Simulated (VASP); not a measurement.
Wanted: the native input for a VASP 6.6.1 run.

- Task: single point
- Functional: LDA
- Potentials or basis: VASP PAW LDA potentials, release 64 (Sn_d, O)
- Cutoff: 520 eV
- k mesh: 4 × 3 × 3
- Occupations: gaussian, width 0.01 eV
- Spin: no spin polarisation
- Dipole correction: no
- Further INCAR settings: ALGO = Normal; EDIFF = 1e-07; NBANDS = 28

The structure of SnO lies in POSCAR:

```
SnO
1.0
    3.3550050000      0.0000000000      0.0000000000
    0.0000000000      5.6741040000      0.0000000000
    0.0000000000      0.0000000000      4.2219700000
Sn O
2 2
Direct
   -0.0046155637      0.2052798796      0.4941458497
    0.4967296266      0.7520886031     -0.0098998666
   -0.0021122058      0.8787242659      0.7312993234
    0.4959960628      0.0737704589      0.2375837243
```

One way to write it, as run:

INCAR

```
PREC = Accurate ; ENCUT = 520
EDIFF = 1E-7 ; ISMEAR = 0
SIGMA = 0.01 ; LREAL = F
LASPH = T ; NELM = 60
ALGO = Normal ; ISIF = 2
LWAVE = F ; LCHARG = T
GGA = CA ; LELF = T
LVHAR = T ; NBANDS = 28
```

KPOINTS

```
regular mesh
0
Gamma
  4 3 3
```

Potentials or basis: VASP PAW LDA potentials, release 64 (Sn_d, O).

Launch:

```sh
$ cat potpaw_LDA.64/Sn_d/POTCAR potpaw_LDA.64/O/POTCAR > POTCAR
$ mpirun -np 1 vasp_std > vasp.out
```

Results of the run:

```json
{
  "Pressure": "-2.1 GPa",
  "Largest force": "0.143 eV/Å",
  "Band gap on the k mesh": "1.57 eV (least direct gap 2.24 eV)"
}
```

Caveat: the k points lie up to 0.50 Å⁻¹ apart; spin-orbit coupling is left out, which moves the levels of the heavy elements; an odd mesh through Γ misses points on the zone boundary, where band edges can lie.

It took 48 s on 1 thread of Intel Xeon 8259CL, on a shared host, peak memory 0.17 GiB.
